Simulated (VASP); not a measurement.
# Si (a cell with a defect) in VASP: notebook

Runs on Si (a cell with a defect). Level: PBE. Tasks: single point.

All numbers are computed with VASP 6.6.1; they aren't measurements. Logs are shortened: lines on timing, memory, paths and dates and some standing lists are left out, and cuts for length are marked.

### 1 The cell of the first run

The cell holds a defect, 17 atoms: a = 7.679 Å, b = 7.679 Å, c = 7.679 Å, α = 60.00°, β = 60.00°, γ = 60.00°.

### 2 Single point, PBE

INCAR

```
PREC = Accurate ; ENCUT = 520
EDIFF = 1E-6 ; ISMEAR = 0
SIGMA = 0.02 ; LREAL = Auto
LASPH = T ; NELM = 60
ALGO = Normal ; ISIF = 2
LWAVE = F ; LCHARG = F
GGA = PE ; NBANDS = 48
```

KPOINTS

```
regular mesh
0
Gamma
  2 2 2
```

POSCAR

```
Si
1.0
    0.0000000000      5.4300000000      5.4300000000
    5.4300000000      0.0000000000      5.4300000000
    5.4300000000      5.4300000000      0.0000000000
Si
17
Direct
   -0.0103969613     -0.0022387661     -0.0027743094
    0.0622388582      0.1459788214      0.1454440147
   -0.0103970534     -0.0022388582      0.5145158379
    0.1357584715      0.1099523941      0.6266973297
   -0.0103968692      0.5150504604     -0.0027740331
    0.1357579190      0.6272328729      0.1094170350
    0.0631829650      0.4789978821      0.4784623389
    0.1357580110      0.6272327808      0.6266976059
    0.4418065378      0.0194560773      0.0189218232
    0.6179006446      0.1154253223      0.1148910681
    0.5074791897     -0.0263987109      0.5090134438
    0.6179005525      0.1154257827      0.6508891344
    0.5074788214      0.5095476980     -0.0269329650
    0.6179006446      0.6514232965      0.1148914365
    0.5074790055      0.5095467772      0.5090128913
    0.6835828729      0.6055305709      0.6049963168
    0.5626786372      0.3124983425      0.3119637201
```

Potentials or basis: VASP PAW PBE potentials, release 64 (Si).

Started as:

```console
cat potpaw_PBE.64/Si/POTCAR > POTCAR
mpirun -np 1 vasp_std > vasp.out
```

OUTCAR:

```text
PREC = Accurate
   ENCUT = 520
   EDIFF = 1E-6
   ISMEAR = 0
   LREAL = Auto
   LASPH = T
   NELM = 60
   ISIF = 2
   GGA = PE

 ion  position               nearest neighbor table
   1  0.990  0.998  0.997-   6 2.33   4 2.33  10 2.33   2 2.34
   2  0.062  0.146  0.145-   5 2.34   1 2.34   3 2.34   9 2.38  17 3.13
   3  0.990  0.998  0.515-   4 2.33   8 2.33  12 2.33   2 2.34
   4  0.136  0.110  0.627-   3 2.33   1 2.33  11 2.33   7 2.34
   5  0.990  0.515  0.997-   6 2.33   8 2.33  14 2.33   2 2.34
   6  0.136  0.627  0.109-   5 2.33   1 2.33  13 2.33   7 2.34
   7  0.063  0.479  0.478-   8 2.34   6 2.34   4 2.34  16 2.38  17 3.13
   8  0.136  0.627  0.627-   5 2.33   3 2.33  15 2.33   7 2.34
   9  0.442  0.019  0.019-  10 2.33  12 2.33  14 2.33   2 2.38
  10  0.618  0.115  0.115-   1 2.33   9 2.33  17 2.40  13 2.48  11 2.48
  11  0.507  0.974  0.509-   4 2.33  16 2.33  17 2.40  12 2.48  10 2.48
  12  0.618  0.115  0.651-   3 2.33   9 2.33  17 2.40  15 2.48  11 2.48
  13  0.507  0.510  0.973-   6 2.33  16 2.33  17 2.40  14 2.48  10 2.48
  14  0.618  0.651  0.115-   5 2.33   9 2.33  17 2.40  15 2.48  13 2.48
  15  0.507  0.510  0.509-   8 2.33  16 2.33  17 2.40  12 2.48  14 2.48
  16  0.684  0.606  0.605-  11 2.33  13 2.33  15 2.33   7 2.38
  17  0.563  0.312  0.312-  13 2.40  11 2.40  15 2.40  10 2.40  14 2.40  12 2.40   7 3.13   2 3.13

  LATTYP: Found a face centered cubic cell.
 ALAT       =    10.8600000000

  Lattice vectors:

 A1 = (   0.0000000000,   5.4300000000,   5.4300000000)
 A2 = (   5.4300000000,   0.0000000000,   5.4300000000)
 A3 = (   5.4300000000,   5.4300000000,   0.0000000000)

Analysis of symmetry for initial positions (statically):
=====================================================================
 Subroutine PRICEL returns:
 Original cell was already a primitive cell.

 Routine SETGRP: Setting up the symmetry group for a
 face centered cubic supercell.

 Subroutine GETGRP returns: Found  6 space group operations
 (whereof  1 operations were pure point group operations)
 out of a pool of 48 trial point group operations.

The static configuration has the point symmetry C_1 .
 The point group associated with its full space group is C_3v.

Analysis of symmetry for dynamics (positions and initial velocities):
=====================================================================
 Subroutine PRICEL returns:
 Original cell was already a primitive cell.

 Routine SETGRP: Setting up the symmetry group for a
 face centered cubic supercell.

 Subroutine GETGRP returns: Found  6 space group operations
 (whereof  1 operations were pure point group operations)
 out of a pool of 48 trial point group operations.

The dynamic configuration has the point symmetry C_1 .
 The point group associated with its full space group is C_3v.

 Subroutine INISYM returns: Found  6 space group operations
 (whereof  1 operations are pure point group operations),
 and found     1 'primitive' translations

----------------------------------------------------------------------------------------

                                     Primitive cell

  volume of cell :     320.2060

  direct lattice vectors                    reciprocal lattice vectors
     0.000000000  5.430000000  5.430000000    -0.092081031  0.092081031  0.092081031
     5.430000000  0.000000000  5.430000000     0.092081031 -0.092081031  0.092081031
     5.430000000  5.430000000  0.000000000     0.092081031  0.092081031 -0.092081031

  length of vectors
     7.679179644  7.679179644  7.679179644     0.159489025  0.159489025  0.159489025

  position of ions in fractional coordinates (direct lattice)
     0.989603039  0.997761234  0.997225691
     0.062238858  0.145978821  0.145444015
     0.989602947  0.997761142  0.514515838
     0.135758471  0.109952394  0.626697330
     0.989603131  0.515050460  0.997225967
     0.135757919  0.627232873  0.109417035
[... 9 lines left out ...]
     0.683582873  0.605530571  0.604996317
     0.562678637  0.312498342  0.311963720

  ion indices of the primitive-cell ions
   primitive index   ion index
                 1           1
                 2           2
                 3           3
                 4           4
                 5           5
                 6           6
[... 9 lines left out ...]
                16          16
                17          17

----------------------------------------------------------------------------------------

 KPOINTS: regular mesh

Automatic generation of k-mesh.
 Grid dimensions read from file:
 generate k-points for:    2    2    2

 Generating k-lattice:

  Cartesian coordinates                     Fractional coordinates (reciprocal lattice)
    -0.046040516  0.046040516  0.046040516     0.500000000  0.000000000  0.000000000
     0.046040516 -0.046040516  0.046040516     0.000000000  0.500000000  0.000000000
     0.046040516  0.046040516 -0.046040516     0.000000000  0.000000000  0.500000000

  Length of vectors
     0.079744512  0.079744512  0.079744512

  Shift w.r.t. Gamma in fractional coordinates (k-lattice)
     0.000000000  0.000000000  0.000000000

 Subroutine IBZKPT returns following result:
 ===========================================

 Found      4 irreducible k-points:

 Following reciprocal coordinates:
            Coordinates               Weight
  0.000000  0.000000  0.000000      1.000000
  0.500000  0.000000  0.000000      1.000000
  0.000000  0.500000  0.000000      3.000000
  0.500000  0.500000  0.000000      3.000000
   k-points           NKPTS =      4   k-points in BZ     NKDIM =      4   number of bands    NBANDS=     48
   number of dos      NEDOS =    301   number of ions     NIONS =     17
   total plane-waves  NPLWV = 216000
   dimension x,y,z NGX =    60 NGY =   60 NGZ =   60
   dimension x,y,z NGXF=   120 NGYF=  120 NGZF=  120
   ions per type =              17
   NGX,Y,Z   is equivalent  to a cutoff of  12.99, 12.99, 12.99 a.u.
   NGXF,Y,Z  is equivalent  to a cutoff of  25.98, 25.98, 25.98 a.u.
 SYSTEM =  unknown system
   PREC   = accura    normal or accurate (medium, high low for compatibility)
   ISTART =      0    job   : 0-new  1-cont  2-samecut
   ICHARG =      2    charge: 1-file 2-atom 10-const
   ISPIN  =      1    spin polarized calculation?
   LNONCOLLINEAR =      F non collinear calculations
   LSORBIT =      F    spin-orbit coupling
   LASPH  =      T    aspherical Exc in radial PAW
   ENCUT  =  520.0 eV  38.22 Ry    6.18 a.u.  14.28 14.28 14.28*2*pi/ulx,y,z
   NELM   =     60;   NELMIN=  2; NELMDL= -5     # of ELM steps
   EDIFF  = 0.1E-05   stopping-criterion for ELM
   LREAL  =      T    real-space projection
   EDIFFG = 0.1E-04   stopping-criterion for IOM
   NSW    =      0    number of steps for IOM
   IBRION =     -1    ionic relax: 0-MD 1-quasi-New 2-CG
   NFREE  =      0    steps in history (QN), initial steepest desc. (CG)
   ISIF   =      2    stress and relaxation
   ISYM   =      2    0-nonsym 1-usesym 2-fastsym
   POTIM  = 0.5000    time-step for ionic-motion
   TEBEG  =    0.0;   TEEND  =   0.0 temperature during run
   PSTRESS=    0.0 pullay stress
   NELECT =      68.0000    total number of electrons
   NUPDOWN=      -1.0000    fix difference up-down
   EMIN   =  10.00;   EMAX   =-10.00  energy-range for DOS
   EFERMI =   0.00;   METHOD = LEGACY
   ISMEAR =     0;   SIGMA  =   0.02  broadening in eV -4-tet -1-fermi 0-gaus
   EFERMI_NEDOS =   21; number of points for ismear=-14 and -15
   IALGO  =     38    algorithm
   IMIX   =      4    mixing-type and parameters
     AMIX     =   0.40;   BMIX     =  1.00
     AMIX_MAG =   1.60;   BMIX_MAG =  1.00
  volume/ion in A,a.u.               =      18.84       127.11
  Fermi-wavevector in a.u.,A,eV,Ry     =   0.976715  1.845724 12.979587  0.953973
  Thomas-Fermi vector in A             =   2.107356
   LORBIT       =      0    0 simple, 1 ext, 2 COOP (PROOUT), +10 PAW based schemes
   GGA     = PE    functional components
   LHFCALC =     F    Hartree Fock is set to
   AEXX    =    0.0000 exact exchange contribution
   IVDW    =     0    specifies the selected vdW correction
   LEPSILON=     F    determine dielectric tensor
   LRPA    =     F    only Hartree local field effects (RPA)
 non-spin polarized calculation
 Gauss-broadening in eV      SIGMA  =   0.02
  energy-cutoff  :      520.00
  volume of cell :      320.21
 maximum number of plane-waves:      8646
 NGX is ok and might be reduce to    60
   NGX = 29   NGY = 29   NGZ = 29

 number of electron      68.0000000 magnetization

 Free energy of the ion-electron system (eV)
  ---------------------------------------------------
  ext. energy  EPLUGINS =         0.00000000
  ---------------------------------------------------
  free energy    TOTEN  =       -87.68273176 eV

  energy without entropy =      -87.68269525  energy(sigma->0) =      -87.68271350

 E-fermi :   6.6915     XC(G=0):  -9.6937

 val. band max:        6.6496199827   @ k =   0.5000   0.0000   0.0000
 cond. band min:       6.7362309365   @ k =   0.0000   0.0000   0.0000
 fundamental gap:      0.0866109538
 Fermi energy:         6.6914602882

 k-point     1 :       0.0000    0.0000    0.0000
  band No.  band energies     occupation
      1      -6.2112      2.00000
      2      -3.8650      2.00000
      3      -3.6336      2.00000
      4      -3.6336      2.00000
      5      -3.3612      2.00000
      6      -2.5161      2.00000
[... 38 lines left out ...]
     45       8.7305      0.00000
     46       8.8402      0.00000

 k-point     2 :       0.5000    0.0000    0.0000
  band No.  band energies     occupation
      1      -5.8124      2.00000
      2      -4.8618      2.00000
      3      -3.4071      2.00000
      4      -3.4071      2.00000
      5      -3.3309      2.00000
      6      -2.9806      2.00000
[... 38 lines left out ...]
     45       9.8171      0.00000
     46      10.1434      0.00000

 k-point     3 :       0.0000    0.5000    0.0000
  band No.  band energies     occupation
      1      -5.7315      2.00000
      2      -4.9996      2.00000
      3      -3.5679      2.00000
      4      -3.4427      2.00000
      5      -3.1832      2.00000
      6      -3.0137      2.00000
[... 38 lines left out ...]
     45       9.5332      0.00000
     46      10.1228      0.00000

 k-point     4 :       0.5000    0.5000    0.0000
  band No.  band energies     occupation
      1      -5.6030      2.00000
      2      -4.6940      2.00000
      3      -4.0717      2.00000
      4      -3.8808      2.00000
      5      -3.7848      2.00000
      6      -3.5904      2.00000
[... 38 lines left out ...]
     45      10.3827      0.00000
     46      10.4232      0.00000
 [bands above 46 left out]

------------------------ aborting loop because EDIFF is reached ----------------------------------------

  FORCE on cell =-STRESS in cart. coord.  units (eV):
  Direction    XX          YY          ZZ          XY          YZ          ZX
  --------------------------------------------------------------------------------------
  -------------------------------------------------------------------------------------
  Total        9.1292985      9.1292985      9.1292985      0.8129473     -0.8129473      0.8129473
  in kB       45.6792018     45.6792018     45.6792018      4.0676490     -4.0676490      4.0676490
  external PRESSURE =      45.6792018 kB  Pullay stress =       0.0000000 kB

 VOLUME and BASIS-vectors are now :
 -----------------------------------------------------------------------------
  energy-cutoff  :      520.00
  volume of cell :      320.21
      direct lattice vectors                 reciprocal lattice vectors
     0.000000000  5.430000000  5.430000000    -0.092081031  0.092081031  0.092081031
     5.430000000  0.000000000  5.430000000     0.092081031 -0.092081031  0.092081031
     5.430000000  5.430000000  0.000000000     0.092081031  0.092081031 -0.092081031

 POSITION                                       TOTAL-FORCE (eV/Angst)
 -----------------------------------------------------------------------------------
     10.83278     10.78848     10.79139        -0.000860      0.000960      0.000960
      1.58243      1.12772      1.13062         0.000980     -0.000980     -0.000980
      8.21166      8.16736     10.79139        -0.000960      0.000860      0.000960
      4.00001      4.14014      1.33421        -0.001085      0.001085     -0.000431
      8.21166     10.78848      8.17027        -0.000960      0.000960      0.000860
      4.00001      1.33130      4.14304        -0.001085     -0.000431      0.001085
[... 9 lines left out ...]
      6.57316      6.99699      6.99989         0.001598     -0.001598     -0.001598
      3.39083      4.74931      4.75221         0.000148     -0.000148     -0.000148
 -----------------------------------------------------------------------------------
    total drift:                               -0.008077      0.003194      0.006743

  FREE ENERGIE OF THE ION-ELECTRON SYSTEM (eV)
  ---------------------------------------------------
  free  energy   TOTEN  =       -87.6827317578 eV

  energy  without entropy=      -87.6826952458  energy(sigma->0) =      -87.68271350
```

Wall time 70 s (1 thread of Intel Xeon 6975P-C (Granite Rapids), shared host); peak memory 0.43 GiB.

Results:

```
Free energy            : -87.6827 eV
Pressure               : 4.6 GPa
Largest force          : 0.009 eV/Å
Band gap on the k mesh : 0.09 eV
```

Forces in eV/Å, atoms in the order of the input:
```
Si  -0.001  0.001  0.001
Si   0.001 -0.001 -0.001
Si  -0.001  0.001  0.001
Si  -0.001  0.001  0.000
Si  -0.001  0.001  0.001
Si  -0.001  0.000  0.001
Si   0.001 -0.001 -0.001
Si   0.000  0.001  0.001
Si  -0.001  0.001  0.001
Si   0.008  0.002  0.002
Si   0.002 -0.002  0.006
Si  -0.002 -0.008  0.002
Si   0.002  0.006 -0.002
Si  -0.002  0.002 -0.008
Si  -0.006 -0.002 -0.002
Si   0.002 -0.002 -0.002
Si   0.000  0.000  0.000
```

Stress tensor (GPa, compression positive):
```
 4.57  0.41  0.41
 0.41  4.57 -0.41
 0.41 -0.41  4.57
```

Caveat: the k points lie up to 0.50 Å⁻¹ apart.

### 3 Single point, PBE

INCAR

```
  ALGO = Normal
  EDIFF = 1E-6
  ENCUT = 520
  GGA = PE
  ISIF = 2
  ISMEAR = 0
  LASPH = T
  LCHARG = F
  LREAL = Auto
  LWAVE = F
  NBANDS = 48
  NELM = 100
  PREC = Accurate
  SIGMA = 0.02
```

KPOINTS

```
k-points
0
Gamma
  2 2 2
```

POSCAR

```
Si
1.0
    0.0000000000      5.4300000000      5.4300000000
    5.4300000000      0.0000000000      5.4300000000
    5.4300000000      5.4300000000      0.0000000000
Si
17
Direct
   -0.0065748619     -0.0033019337     -0.0039859116
    0.0665145488      0.1447077348      0.1440325967
   -0.0066458564     -0.0032898711      0.5131889503
    0.1393833333      0.1089402394      0.6254814917
   -0.0066061694      0.5138415285     -0.0039778085
    0.1393819521      0.6261710866      0.1082390424
    0.0663484346      0.4781018416      0.4774012891
    0.1393825967      0.6261538674      0.6254774401
    0.4458639963      0.0182573665      0.0176045120
    0.6217709024      0.1143244936      0.1136751381
    0.5110870166     -0.0273157459      0.5078058011
    0.6216687845      0.1143953039      0.6495380295
    0.5110860037      0.5084775322     -0.0280325967
    0.6217272560      0.6502020258      0.1137093923
    0.5110895948      0.5083962247      0.5077709945
    0.6869375691      0.6045738490      0.6038618785
    0.5660217311      0.3115465930      0.3107631676
```

Potentials or basis: VASP PAW PBE potentials, release 64 (Si).

Started as:

```console
cat potpaw_PBE.64/Si/POTCAR > POTCAR
mpirun -np 1 vasp_std > vasp.out
```

It took 1.8 min on 1 thread of Intel Xeon 6975P-C (Granite Rapids), shared host; peak memory 0.46 GiB.

It converged, with:

```
Free energy            : -87.6828 eV
Pressure               : 4.6 GPa
Largest force          : 0.011 eV/Å
Band gap on the k mesh : 0.08 eV
```

Forces on the atoms (eV/Å):
```
Si  -0.003 -0.001  0.000
Si   0.008 -0.003 -0.007
Si  -0.002  0.002  0.001
Si  -0.001  0.000  0.003
Si  -0.001 -0.001  0.003
Si   0.000  0.003  0.000
Si  -0.002  0.005  0.002
Si  -0.002 -0.001  0.001
Si  -0.006  0.006  0.006
Si   0.006  0.001  0.000
Si  -0.001 -0.002 -0.001
Si  -0.003 -0.006  0.002
Si  -0.001 -0.002  0.000
Si  -0.002  0.002 -0.006
Si   0.001 -0.001  0.000
Si   0.004 -0.005 -0.005
Si   0.003  0.005  0.000
```

Stress tensor (GPa, compression positive):
```
 4.59  0.40  0.40
 0.40  4.59 -0.40
 0.40 -0.40  4.59
```

Levels at points of the mesh, in eV from the valence-band top:
```
           k point  band 30  band 31  band 32  band 33  band 34  band 35  band 36  band 37  band 38  band 39
(0.00, 0.00, 0.00)    -1.37    -1.19    -0.58    -0.58    -0.39     0.08     0.08     0.41     0.41     0.92
(0.50, 0.00, 0.00)    -1.31    -1.29    -1.15    -1.15     0.00     0.52     0.52     1.35     1.36     1.36
(0.00, 0.50, 0.00)    -1.34    -1.28    -1.24    -0.72    -0.22     0.38     0.74     1.05     1.24     1.45
(0.00, 0.00, 0.50)    -1.34    -1.29    -1.24    -0.72    -0.22     0.38     0.74     1.05     1.24     1.45
(0.50, 0.50, 0.50)    -1.34    -1.28    -1.24    -0.72    -0.22     0.38     0.74     1.05     1.24     1.45
(0.50, 0.50, 0.00)    -1.77    -1.74    -1.60    -0.31    -0.16     0.60     1.57     1.59     1.73     2.11
(0.00, 0.50, 0.50)    -1.77    -1.74    -1.60    -0.31    -0.16     0.60     1.57     1.59     1.73     2.11
(0.50, 0.00, 0.50)    -1.77    -1.74    -1.60    -0.31    -0.16     0.60     1.57     1.59     1.73     2.11
```

Caveat: the k points lie up to 0.50 Å⁻¹ apart.
